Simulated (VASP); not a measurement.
Wanted: the native input for a VASP 6.6.1 run.

| Item | Value |
| --- | --- |
| Task | single point |
| Functional | PBE |
| Potentials or basis | VASP PAW PBE potentials, release 64 (K_sv, Mg, F) |
| Cutoff | 520 eV |
| k mesh | 6 × 6 × 6 |
| Occupations | gaussian, width 0.05 eV |
| Spin | no spin polarisation |
| Dipole correction | no |
| Further INCAR settings | ALGO = Normal; EDIFF = 1e-06; NBANDS = 24 |

The structure of KMgF3 lies in POSCAR:

```
KMgF3
1.0
    4.0360355723     -0.4319004856     -0.4319004856
   -0.4319004856      4.0360355723     -0.4319004856
   -0.4319004856     -0.4319004856      4.0360355723
K Mg F
1 1 3
Direct
    0.5000000000      0.5000000000      0.5000000000
    0.0000000000      0.0000000000      0.0000000000
    0.5000000000      0.0000000000      0.0000000000
    0.0000000000      0.5000000000      0.0000000000
    0.0000000000      0.0000000000      0.5000000000
```

This cell differs from its parent crystal: ratio of the length along [111] to the lengths across it x 0.71, volume and fractional coordinates fixed.

The input as run:

INCAR

```
PREC     = Accurate       # precision mode
ENCUT    = 520            # plane-wave cutoff, eV
EDIFF    = 1E-6           # SCF threshold, eV
ISMEAR   = 0              # smearing method
SIGMA    = 0.05           # smearing width, eV
LREAL    = F              # projectors in reciprocal space
LASPH    = T              # aspherical terms in the spheres
NELM     = 80             # most SCF steps
ALGO     = Normal         # electronic algorithm
ISIF     = 2              # what is computed and relaxed
LWAVE    = F              # write WAVECAR
LCHARG   = F              # write CHGCAR
GGA      = PE             # functional
NBANDS   = 24             # bands
```

KPOINTS

```
regular mesh
0
Gamma
  6 6 6
```

Potentials or basis: VASP PAW PBE potentials, release 64 (K_sv, Mg, F).

Command:

```sh
$ cat potpaw_PBE.64/K_sv/POTCAR potpaw_PBE.64/Mg/POTCAR potpaw_PBE.64/F/POTCAR > POTCAR
$ mpirun -np 1 vasp_std > vasp.out
```

It gave:

```yaml
Pressure: 5.4 GPa
Band_gap_on_the_k_mesh: 6.32 eV, indirect (least direct gap 6.40 eV)
```

Wall time 34 s on 1 thread of Intel(R) Xeon(R) Platinum 8259CL CPU @ 2.50GHz (Skylake/Cascade Lake), with other jobs on the host, peak memory 0.19 GiB.
